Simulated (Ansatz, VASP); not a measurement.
**Te2Mo in VASP and in Ansatz**

```xyz
6
Lattice="3.5571 0.0000 0.0000 -1.7785 3.0805 0.0000 0.0000 0.0000 15.2047" Properties=species:S:1:pos:R:3 pbc="T T T"
Te    0.0000    1.9037    9.2956
Te    1.7785    1.0268    1.9933
Te    0.0000    2.0537   13.2115
Te    1.7785    1.0268    5.6091
Mo    0.0000    2.0537    3.8012
Mo    1.7785    1.0268   11.4035
```

Alike in both runs: task single point; functional PBE; k mesh 12 × 12 × 2; occupations gaussian, width 0.05 eV; no spin polarisation.

|  | VASP | Ansatz |
| --- | --- | --- |
| version | VASP 6.6.1 | Ansatz 0.2.0 |
| potentials or method | VASP PAW PBE potentials, release 64 (Te, Mo_sv), cutoff 520 eV | scalar-relativistic, plane waves, PAW |
| valence electrons in the cell | 52 | 92 |

|  | VASP | Ansatz | Ansatz less VASP |
| --- | --- | --- | --- |
| gap on the k mesh at the Fermi level (eV) | 0.66 | 0.66 | 0.000 |
| least direct gap on the mesh (eV) | 0.90 | 0.90 | +0.005 |
| pressure (GPa) | -2.8 | -2.8 | -0.01 |
| traceless stress, the component that is largest in VASP (GPa) | -2.25 | -2.29 | -0.047 |
| rms of the force components (eV/Å) | 0.709 | 0.709 | +0.0007 |

Atom by atom the forces differ by 0.005 eV/Å (rms over components). The functional is the same, so the differences come from potentials, cutoffs and numerics. VASP's potentials hold 52 valence electrons a cell and Ansatz's 92, so a difference there can come from the potentials and not from the codes.

Spin-orbit coupling is off throughout.
